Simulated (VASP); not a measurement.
# Ir (P6_3/mmc) in VASP: a series of runs

Ir is run at these levels: LDA; tasks: single point.

Program: VASP 6.6.1. These are calculated values, not measurements. Logs are shortened: lines on timing, memory, paths and dates and some standing lists are left out, and cuts for length are marked.

**1. The cell of the first run**

The structure is hexagonal, space group P6_3/mmc (No. 194). Conventional cell: a = 2.697 Å, b = 2.697 Å, c = 8.811 Å, α = 90.00°, β = 90.00°, γ = 120.00°. Within 3.6 Å of Ir (site symmetry -3m) lie 12 Ir at 2.70 Å. Ir (site symmetry -6m2) has 12 Ir at 2.70 Å within 3.6 Å.

This isn't the form of Ir at room conditions, which is fcc.

**2. Single point, LDA**

Contents of INCAR:

```
PREC = Accurate
ENCUT = 500
EDIFF = 1E-6
ISMEAR = -1
SIGMA = 0.1
LREAL = F
LASPH = T
NELM = 120
ALGO = Normal
ISIF = 2
LWAVE = F
LCHARG = F
NBANDS = 26
GGA_COMPAT = F
```

Contents of KPOINTS:

```
regular mesh
0
Gamma
  13 13 4
```

Contents of POSCAR:

```
Ir
1.0
    2.6969985477      0.0000000000      0.0000000000
   -1.3484992739      2.3356692563      0.0000000000
    0.0000000000      0.0000000000      8.8111811327
Ir
4
Direct
    1.0000000000      1.0000000000      1.0000000000
    1.0000000000      1.0000000000      0.5000000000
    0.3333333333      0.6666666667      0.2500000000
    0.6666666667      0.3333333333      0.7500000000
```

Potentials or basis: VASP PAW LDA potentials, release 64 (Ir).

The run is started by

```bash
> cat potpaw_LDA.64/Ir/POTCAR > POTCAR
> mpirun -np 1 vasp_std > vasp.out
```

OUTCAR:

```text
PREC = Accurate
   ENCUT = 500
   EDIFF = 1E-6
   ISMEAR = -1
   LREAL = F
   LASPH = T
   NELM = 120
   ISIF = 2

 ion  position               nearest neighbor table
   1  0.000  0.000  0.000-   3 2.70   4 2.70   4 2.70   3 2.70   4 2.70   3 2.70
   2  0.000  0.000  0.500-   3 2.70   4 2.70   4 2.70   3 2.70   4 2.70   3 2.70
   3  0.333  0.667  0.250-   1 2.70   2 2.70   1 2.70   2 2.70   1 2.70   2 2.70
   4  0.667  0.333  0.750-   1 2.70   2 2.70   1 2.70   2 2.70   1 2.70   2 2.70

  LATTYP: Found a hexagonal cell.
 ALAT       =     2.6969985477
 C/A-ratio  =     3.2670322126

  Lattice vectors:

 A1 = (   2.6969985477,   0.0000000000,   0.0000000000)
 A2 = (  -1.3484992739,   2.3356692563,   0.0000000000)
 A3 = (   0.0000000000,   0.0000000000,   8.8111811327)

Analysis of symmetry for initial positions (statically):
=====================================================================
 Subroutine PRICEL returns:
 Original cell was already a primitive cell.

 Routine SETGRP: Setting up the symmetry group for a
 hexagonal supercell.

 Subroutine GETGRP returns: Found 24 space group operations
 (whereof 12 operations were pure point group operations)
 out of a pool of 24 trial point group operations.

The static configuration has the point symmetry D_3d.
 The point group associated with its full space group is D_6h.

Analysis of symmetry for dynamics (positions and initial velocities):
=====================================================================
 Subroutine PRICEL returns:
 Original cell was already a primitive cell.

 Routine SETGRP: Setting up the symmetry group for a
 hexagonal supercell.

 Subroutine GETGRP returns: Found 24 space group operations
 (whereof 12 operations were pure point group operations)
 out of a pool of 24 trial point group operations.

The dynamic configuration has the point symmetry D_3d.
 The point group associated with its full space group is D_6h.

 Subroutine INISYM returns: Found 24 space group operations
 (whereof 12 operations are pure point group operations),
 and found     1 'primitive' translations

----------------------------------------------------------------------------------------

                                     Primitive cell

  volume of cell :      55.5042

  direct lattice vectors                    reciprocal lattice vectors
     2.696998548  0.000000000  0.000000000     0.370782550  0.214071405  0.000000000
    -1.348499274  2.335669256  0.000000000     0.000000000  0.428142811  0.000000000
     0.000000000  0.000000000  8.811181133     0.000000000  0.000000000  0.113492162

  length of vectors
     2.696998548  2.696998548  8.811181133     0.428142811  0.428142811  0.113492162

  position of ions in fractional coordinates (direct lattice)
     0.000000000  0.000000000  0.000000000
     0.000000000  0.000000000  0.500000000
     0.333333333  0.666666667  0.250000000
     0.666666667  0.333333333  0.750000000

  ion indices of the primitive-cell ions
   primitive index   ion index
                 1           1
                 2           2
                 3           3
                 4           4

----------------------------------------------------------------------------------------

 KPOINTS: regular mesh

Automatic generation of k-mesh.
 Grid dimensions read from file:
 generate k-points for:   13   13    4

 Generating k-lattice:

  Cartesian coordinates                     Fractional coordinates (reciprocal lattice)
     0.028521735  0.016467031  0.000000000     0.076923077  0.000000000  0.000000000
     0.000000000  0.032934062  0.000000000     0.000000000  0.076923077  0.000000000
     0.000000000  0.000000000  0.028373041     0.000000000  0.000000000  0.250000000

  Length of vectors
     0.032934062  0.032934062  0.028373041

  Shift w.r.t. Gamma in fractional coordinates (k-lattice)
     0.000000000  0.000000000  0.000000000

 Subroutine IBZKPT returns following result:
 ===========================================

 Found     63 irreducible k-points:

 Following reciprocal coordinates:
            Coordinates               Weight
  0.000000  0.000000  0.000000      1.000000
  0.076923  0.000000  0.000000      6.000000
  0.153846  0.000000  0.000000      6.000000
  0.230769  0.000000  0.000000      6.000000
  0.307692  0.000000  0.000000      6.000000
  0.384615  0.000000  0.000000      6.000000
[... 16 lines left out ...]
  0.076923  0.000000  0.250000     12.000000
  0.153846  0.000000  0.250000     12.000000
 [... further k-points ...]
   k-points           NKPTS =     63   k-points in BZ     NKDIM =     63   number of bands    NBANDS=     26
   number of dos      NEDOS =    301   number of ions     NIONS =      4
   total plane-waves  NPLWV =  25600
   dimension x,y,z NGX =    20 NGY =   20 NGZ =   64
   dimension x,y,z NGXF=    40 NGYF=   40 NGZF=  128
   ions per type =               4
   NGX,Y,Z   is equivalent  to a cutoff of  12.33, 12.33, 12.08 a.u.
   NGXF,Y,Z  is equivalent  to a cutoff of  24.66, 24.66, 24.15 a.u.
 SYSTEM =  unknown system
   PREC   = accura    normal or accurate (medium, high low for compatibility)
   ISTART =      0    job   : 0-new  1-cont  2-samecut
   ICHARG =      2    charge: 1-file 2-atom 10-const
   ISPIN  =      1    spin polarized calculation?
   LNONCOLLINEAR =      F non collinear calculations
   LSORBIT =      F    spin-orbit coupling
   LASPH  =      T    aspherical Exc in radial PAW
   ENCUT  =  500.0 eV  36.75 Ry    6.06 a.u.   4.92  4.92 16.06*2*pi/ulx,y,z
   NELM   =    120;   NELMIN=  2; NELMDL= -5     # of ELM steps
   EDIFF  = 0.1E-05   stopping-criterion for ELM
   LREAL  =      F    real-space projection
   EDIFFG = 0.1E-04   stopping-criterion for IOM
   NSW    =      0    number of steps for IOM
   IBRION =     -1    ionic relax: 0-MD 1-quasi-New 2-CG
   NFREE  =      0    steps in history (QN), initial steepest desc. (CG)
   ISIF   =      2    stress and relaxation
   ISYM   =      2    0-nonsym 1-usesym 2-fastsym
   POTIM  = 0.5000    time-step for ionic-motion
   TEBEG  =    0.0;   TEEND  =   0.0 temperature during run
   PSTRESS=    0.0 pullay stress
   NELECT =      36.0000    total number of electrons
   NUPDOWN=      -1.0000    fix difference up-down
   EMIN   =  10.00;   EMAX   =-10.00  energy-range for DOS
   EFERMI =   0.00;   METHOD = LEGACY
   ISMEAR =    -1;   SIGMA  =   0.10  broadening in eV -4-tet -1-fermi 0-gaus
   EFERMI_NEDOS =   21; number of points for ismear=-14 and -15
   IALGO  =     38    algorithm
   IMIX   =      4    mixing-type and parameters
     AMIX     =   0.40;   BMIX     =  1.00
     AMIX_MAG =   1.60;   BMIX_MAG =  1.00
  volume/ion in A,a.u.               =      13.88        93.64
  Fermi-wavevector in a.u.,A,eV,Ry     =   1.417099  2.677929 27.322816  2.008170
  Thomas-Fermi vector in A             =   2.538365
   LORBIT       =      0    0 simple, 1 ext, 2 COOP (PROOUT), +10 PAW based schemes
   GGA     = CA    functional components
   LHFCALC =     F    Hartree Fock is set to
   AEXX    =    0.0000 exact exchange contribution
   IVDW    =     0    specifies the selected vdW correction
   LEPSILON=     F    determine dielectric tensor
   LRPA    =     F    only Hartree local field effects (RPA)
 non-spin polarized calculation
  energy-cutoff  :      500.00
  volume of cell :       55.50
 maximum number of plane-waves:      1435
 NGX is ok and might be reduce to    20
   NGX =  9   NGY =  9   NGZ = 33

 number of electron      35.9999998 magnetization

 Free energy of the ion-electron system (eV)
  ---------------------------------------------------
  ext. energy  EPLUGINS =         0.00000000
  ---------------------------------------------------
  free energy    TOTEN  =       -41.21609369 eV

  energy without entropy =      -41.08344619  energy(sigma->0) =      -41.14976994

 E-fermi :  10.7018     XC(G=0): -14.2510

 val. band max:       10.6848080594   @ k =   0.1538   0.1538   0.0000
 cond. band min:      10.7076671694   @ k =   0.3846   0.2308   0.2500
 fundamental gap:      0.0228591100
 Fermi energy:        10.7017769938

 k-point     1 :       0.0000    0.0000    0.0000
  band No.  band energies     occupation
      1      -0.6606      2.00000
      2       1.5596      2.00000
      3       1.5889      2.00000
      4       2.3281      2.00000
      5       6.1248      2.00000
      6       6.1681      2.00000
[... 18 lines left out ...]
     25      18.0294      0.00000
     26      23.6673      0.00000

 k-point     2 :       0.0769    0.0000    0.0000
  band No.  band energies     occupation
      1      -0.4220      2.00000
      2       1.7863      2.00000
      3       1.8154      2.00000
      4       2.5470      2.00000
      5       5.8155      2.00000
      6       6.0066      2.00000
[... 18 lines left out ...]
     25      17.9505      0.00000
     26      24.0392      0.00000

 k-point     3 :       0.1538    0.0000    0.0000
  band No.  band energies     occupation
      1       0.2543      2.00000
      2       2.3752      2.00000
      3       2.4044      2.00000
      4       3.1213      2.00000
      5       5.2741      2.00000
      6       5.6234      2.00000
[... 18 lines left out ...]
     25      17.7340      0.00000
     26      24.8115      0.00000

 k-point     4 :       0.2308    0.0000    0.0000
  band No.  band energies     occupation
      1       1.2264      2.00000
      2       2.9479      2.00000
      3       2.9775      2.00000
      4       3.6951      2.00000
      5       4.8813      2.00000
      6       5.1685      2.00000
[... 18 lines left out ...]
     25      17.4780      0.00000
     26      24.2698      0.00000

 k-point     5 :       0.3077    0.0000    0.0000
  band No.  band energies     occupation
      1       2.1422      2.00000
      2       3.0106      2.00000
      3       3.1044      2.00000
      4       3.6934      2.00000
      5       4.6433      2.00000
      6       4.6893      2.00000
[... 18 lines left out ...]
     25      17.9803      0.00000
     26      21.6919      0.00000

 k-point     6 :       0.3846    0.0000    0.0000
  band No.  band energies     occupation
      1       2.4325      2.00000
      2       2.7276      2.00000
      3       3.0677      2.00000
      4       3.5997      2.00000
      5       4.2891      2.00000
      6       4.5258      2.00000
[... 427 lines left out ...]
 k-point    21 :       0.3077    0.3077    0.0000
  band No.  band energies     occupation
      1       4.0112      2.00000
      2       4.1132      2.00000
      3       4.1577      2.00000
      4       4.5756      2.00000
      5       4.7014      2.00000
      6       4.8628      2.00000
[... 18 lines left out ...]
     25      17.9317      0.00000
     26      19.3374      0.00000

 k-point    22 :       0.0000    0.0000    0.2500
  band No.  band energies     occupation
      1      -0.4830      2.00000
      2       0.7760      2.00000
      3       2.1264      2.00000
      4       2.3392      2.00000
      5       6.0993      2.00000
      6       6.5208      2.00000
[... 18 lines left out ...]
     25      18.8930      0.00000
     26      22.9887      0.00000

 k-point    23 :       0.0769    0.0000    0.2500
  band No.  band energies     occupation
      1      -0.2475      2.00000
      2       0.9979      2.00000
      3       2.3625      2.00000
      4       2.5617      2.00000
      5       5.9384      2.00000
      6       6.1960      2.00000
[... 18 lines left out ...]
     25      18.8659      0.00000
     26      23.0977      0.00000

 k-point    24 :       0.1538    0.0000    0.2500
  band No.  band energies     occupation
      1       0.4159      2.00000
      2       1.5912      2.00000
      3       2.9782      2.00000
      4       3.1482      2.00000
      5       5.4668      2.00000
      6       5.6158      2.00000
[... 18 lines left out ...]
     25      18.8266      0.00000
     26      23.2499      0.00000

 [... further k-points ...]

------------------------ aborting loop because EDIFF is reached ----------------------------------------

  FORCE on cell =-STRESS in cart. coord.  units (eV):
  Direction    XX          YY          ZZ          XY          YZ          ZX
  --------------------------------------------------------------------------------------
  -------------------------------------------------------------------------------------
  Total        0.8911602      0.8911602      0.8941681     -0.0000000      0.0000000      0.0000000
  in kB       25.7240982     25.7240982     25.8109262     -0.0000000      0.0000000      0.0000000
  external PRESSURE =      25.7530409 kB  Pullay stress =       0.0000000 kB

 VOLUME and BASIS-vectors are now :
 -----------------------------------------------------------------------------
  energy-cutoff  :      500.00
  volume of cell :       55.50
      direct lattice vectors                 reciprocal lattice vectors
     2.696998548  0.000000000  0.000000000     0.370782550  0.214071405  0.000000000
    -1.348499274  2.335669256  0.000000000     0.000000000  0.428142811  0.000000000
     0.000000000  0.000000000  8.811181133     0.000000000  0.000000000  0.113492162

 POSITION                                       TOTAL-FORCE (eV/Angst)
 -----------------------------------------------------------------------------------
      0.00000      0.00000      0.00000         0.000000      0.000000      0.000000
      0.00000      0.00000      4.40559         0.000000      0.000000      0.000000
     -0.00000      1.55711      2.20280        -0.000000     -0.000000      0.000000
      1.34850      0.77856      6.60839         0.000000      0.000000     -0.000000
 -----------------------------------------------------------------------------------
    total drift:                                0.000000     -0.000000      0.000000

  FREE ENERGIE OF THE ION-ELECTRON SYSTEM (eV)
  ---------------------------------------------------
  free  energy   TOTEN  =       -41.2160936914 eV

  energy  without entropy=      -41.0834461928  energy(sigma->0) =      -41.14976994
```

Wall time 28 s (1 thread of Intel Xeon 6975P-C (Granite Rapids), shared host); peak memory 0.19 GiB.

Results:

| Property | Result |
| --- | --- |
| Free energy | -41.2161 eV |
| Pressure | 2.6 GPa |
| Band gap on the k mesh | zero (bands 18 and 19 overlap by 2.62 eV) |

Levels at points of the mesh, in eV from the Fermi level:
| k point | band 14 | band 15 | band 16 | band 17 | band 18 | band 19 | band 20 | band 21 | band 22 | band 23 |
| --- | --- | --- | --- | --- | --- | --- | --- | --- | --- | --- |
| (0.00, 0.00, 0.00) | -3.48 | -3.48 | -1.87 | -1.87 | -1.09 | -1.09 | -0.82 | -0.38 | -0.38 | 0.70 |
| (0.00, 0.00, 0.50) | -3.77 | -2.78 | -2.78 | -1.46 | -1.46 | -1.46 | -1.46 | 0.20 | 0.20 | 0.20 |

Caveat: spin-orbit coupling is left out, which moves the levels of the heavy elements.

(Continued in part 2 of 2.)
